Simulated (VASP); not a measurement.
Here is a VASP 6.6.1 calculation.

File INCAR:

```
SYSTEM = Al13B3N16
  PREC = Accurate
  ENCUT = 700
  EDIFF = 1E-6
  ISMEAR = -1
  SIGMA = 0.05
  LREAL = Auto
  LASPH = .True.
  NELM = 120
  ALGO = Normal
  ISIF = 2
  LWAVE = .False.
  LCHARG = .False.
  GGA = PS
  NBANDS = 246
  ISYM = -1
  GGA_COMPAT = .False.
```

File KPOINTS:

```
explicit points
1
Reciprocal
  0.25000000   0.25000000   0.25000000 1
```

Contents of POSCAR:

```
Al13B3N16
1.0
    9.0401013528      0.0000000000      0.0000000000
    0.0000000000     10.4563874009      0.0000000000
    0.0000000000      0.0000000000      9.6665445066
B Al N
9 39 48
Direct
    0.1715390000      0.0789730000      0.2557730000
    0.5045420000      0.0823830000      0.2461200000
    0.5051930000      0.0764700000      0.7470220000
    0.8296380000      0.0805610000      0.7492840000
    0.5004710000      0.5848760000      0.7547300000
    0.8297370000      0.5827810000      0.2545360000
    0.1679810000      0.4144640000      0.0047120000
    0.6645850000      0.1605330000      0.4939600000
    0.5009070000      0.9249330000      0.9979170000
    0.1705350000      0.0825490000      0.7457550000
    0.0032520000      0.3343000000      0.2423170000
    0.9967010000      0.3290300000      0.7543370000
    0.3322720000      0.3251740000      0.2422810000
    0.3363040000      0.3320790000      0.7546540000
    0.1667590000      0.5815800000      0.2443420000
    0.1688300000      0.5765800000      0.7534890000
    0.9963520000      0.8352670000      0.2495790000
    0.0010800000      0.8351540000      0.7495400000
    0.8278310000      0.0855750000      0.2502900000
    0.6607950000      0.3285720000      0.2524130000
    0.6641970000      0.3254730000      0.7420910000
    0.5036300000      0.5821260000      0.2490800000
    0.3398200000      0.8454160000      0.2434800000
    0.3431610000      0.8381330000      0.7545800000
    0.8248290000      0.5820410000      0.7480570000
    0.6672950000      0.8363460000      0.2426220000
    0.6581610000      0.8414520000      0.7549620000
    0.9934260000      0.1656460000      0.4959070000
    0.0048310000      0.1678900000      0.9983240000
    0.3448450000      0.1637280000      0.4895250000
    0.3360750000      0.1596200000      0.0022730000
    0.1673400000      0.4150550000      0.4985550000
    0.9961300000      0.6652110000      0.4919400000
    0.9981490000      0.6583930000      0.0055890000
    0.6610410000      0.1583890000      0.9890410000
    0.4994290000      0.4136780000      0.5053450000
    0.4961480000      0.4175840000      0.9923780000
    0.3388810000      0.6665170000      0.5043100000
    0.3370540000      0.6669710000      0.9930970000
    0.1689810000      0.9172170000      0.4930180000
    0.1722610000      0.9214270000      0.0052390000
    0.8305720000      0.4109850000      0.4923870000
    0.8321810000      0.4198270000      0.0039060000
    0.6642380000      0.6658540000      0.4982590000
    0.6633810000      0.6697570000      0.9991790000
    0.5053280000      0.9262250000      0.4967260000
    0.8274010000      0.9250450000      0.5057690000
    0.8319810000      0.9208560000      0.9918660000
    0.0164850000      0.1573560000      0.1957020000
    0.9805540000      0.1554480000      0.6932510000
    0.3361730000      0.1462460000      0.2013800000
    0.3592440000      0.1590940000      0.6907590000
    0.1696940000      0.4152580000      0.1698620000
    0.1660300000      0.4085690000      0.6893770000
    0.9808230000      0.6573220000      0.2012500000
    0.9974790000      0.6652900000      0.6878690000
    0.6465330000      0.1588370000      0.1849670000
    0.6622980000      0.1478210000      0.6835920000
    0.4983990000      0.4158210000      0.1860150000
    0.4995390000      0.4352610000      0.7008210000
    0.3365130000      0.6731890000      0.1868160000
    0.3514620000      0.6603380000      0.7033760000
    0.1655770000      0.9349310000      0.2005340000
    0.1716450000      0.9140400000      0.6872100000
    0.8287980000      0.4309850000      0.2003580000
    0.8318600000      0.4145660000      0.6865040000
    0.6834950000      0.6588780000      0.1951120000
    0.6465510000      0.6648360000      0.6963520000
    0.5042520000      0.9388530000      0.1747970000
    0.5002060000      0.9375230000      0.6898140000
    0.8340790000      0.9214160000      0.1844970000
    0.8313880000      0.9328630000      0.7025280000
    0.1673300000      0.0844590000      0.4227340000
    0.1681410000      0.0835600000      0.9357100000
    0.0018060000      0.3325270000      0.4350880000
    0.0158740000      0.3435170000      0.9517640000
    0.5202280000      0.0896140000      0.4187200000
    0.4986640000      0.0667240000      0.9213950000
    0.3336520000      0.3325040000      0.4365380000
    0.3147650000      0.3364860000      0.9502360000
    0.1697630000      0.5839260000      0.4393130000
    0.1676110000      0.5641650000      0.9499960000
    0.9942370000      0.8377460000      0.4430290000
    0.0061950000      0.8287000000      0.9450040000
    0.8110610000      0.0940420000      0.4435960000
    0.8352170000      0.0875310000      0.9167700000
    0.6622840000      0.3094200000      0.4512820000
    0.6664390000      0.3288890000      0.9374400000
    0.5009850000      0.5785560000      0.4390570000
    0.5019330000      0.5838680000      0.9206200000
    0.3406390000      0.8350930000      0.4383200000
    0.3530810000      0.8453770000      0.9512110000
    0.8283240000      0.5797390000      0.4215540000
    0.8292410000      0.5854140000      0.9378560000
    0.6673040000      0.8340450000      0.4388860000
    0.6455260000      0.8455930000      0.9510310000
```

Potentials or basis: VASP PAW PBE potentials, release 64 (B, Al, N).

Command:

```sh
$ cat potpaw_PBE.64/B/POTCAR potpaw_PBE.64/Al/POTCAR potpaw_PBE.64/N/POTCAR > POTCAR
$ mpirun -np 1 vasp_std > vasp.out
```

Task: What does it give for the pressure?

Result: -0.1 GPa.

Task: Predict the largest force.

Result: 0.024 eV/Å.

Task: Predict the band gap on the k mesh.

Result: 4.53 eV.

Stress tensor (GPa, compression positive):
```
-0.08  0.03 -0.01
 0.03 -0.08  0.09
-0.01  0.09 -0.08
```

Caveat: the PAW data sets were made with another functional, which shifts forces and pressure a little; a shifted mesh leaves out Γ, where band edges can lie. A k mesh can miss the band edges.
